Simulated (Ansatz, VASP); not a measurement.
# One calculation of La3SnC, two programs

```
La Sn C
1.0
     5.22030    0.00000    0.00000
     0.00000    5.22030    0.00000
     0.00000    0.00000    5.22030
La Sn C
3 1 1
Direct
  0.50000 0.00000 0.99042
  0.00000 0.50000 0.00000
  0.00000 0.00000 0.50000
  0.50000 0.50000 0.50000
  0.00000 0.00000 0.00000
```

Alike in both runs: task single point; functional LDA; k mesh 4 × 4 × 4; occupations fermi-dirac, width 0.05 eV; no spin polarisation.

```csv
,VASP,Ansatz
version,VASP 6.6.1,Ansatz 0.2.0
potentials or method,"VASP PAW LDA potentials, release 64 (La, Sn_d, C), cutoff 520 eV","plane waves, PAW"
valence electrons in the cell,51,51
```

|  | VASP | Ansatz | Ansatz less VASP |
| --- | --- | --- | --- |
| rms of the force components (eV/Å) | 0.051 | 0.051 | 0.0000 |

LDA's correlation is that of Perdew and Zunger in VASP and of Perdew and Wang (1992) in Ansatz. Atom by atom the forces differ by 0.000 eV/Å (rms over components).

Neither program's run includes spin-orbit coupling.
